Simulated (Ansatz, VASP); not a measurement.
**Two plane-wave programs on In5Sb5H18**

```
CELL_PARAMETERS angstrom
16.60000 0.00000 0.00000
0.00000 16.90000 0.00000
0.00000 0.00000 17.20000
ATOMIC_POSITIONS crystal
Sb 0.52112 0.41249 0.60642
Sb 0.52113 0.60831 0.41402
Sb 0.36200 0.38808 0.39004
Sb 0.64651 0.38704 0.38902
Sb 0.68016 0.61633 0.61430
In 0.42634 0.51175 0.51155
In 0.57364 0.28492 0.50651
In 0.61113 0.72648 0.50209
In 0.57366 0.50663 0.28868
In 0.61113 0.50213 0.72253
H 0.44467 0.36945 0.65855
H 0.32707 0.53553 0.53491
H 0.44467 0.66136 0.37173
H 0.48546 0.25230 0.46169
H 0.64786 0.22811 0.54935
H 0.54063 0.78083 0.55351
H 0.68857 0.75876 0.44281
H 0.40650 0.32391 0.32695
H 0.29535 0.32094 0.42781
H 0.29532 0.42651 0.32409
H 0.70716 0.32909 0.33207
H 0.72480 0.43369 0.43485
H 0.48548 0.46102 0.25659
H 0.64789 0.55023 0.23287
H 0.54064 0.55447 0.77593
H 0.68858 0.44181 0.75424
H 0.74744 0.67067 0.66769
H 0.75296 0.56558 0.56444
```

Alike in both runs: functional PBE; k mesh 1 × 1 × 1; occupations gaussian, width 0.05 eV; no spin polarisation.

Ansatz relaxed the structure, and its values are those at the end. VASP's run is a single point on that final structure, the one shown.

|  | VASP | Ansatz |
| --- | --- | --- |
| version | VASP 6.6.1 | Ansatz 0.2.0 |
| potentials or method | VASP PAW PBE potentials, release 64 (Sb_d_GW, In_d, H), cutoff 400 eV | scalar-relativistic, plane waves, PAW |
| valence electrons in the cell | 158 | 158 |

|  | VASP | Ansatz | Ansatz less VASP |
| --- | --- | --- | --- |
| gap on the k mesh at the Fermi level (eV) | 3.36 | 3.36 | +0.003 |
| rms of the force components (eV/Å) | 0.007 | 0.003 | -0.0041 |

Ansatz's warnings: xc potential rough in thin density.

Neither program's run includes spin-orbit coupling.
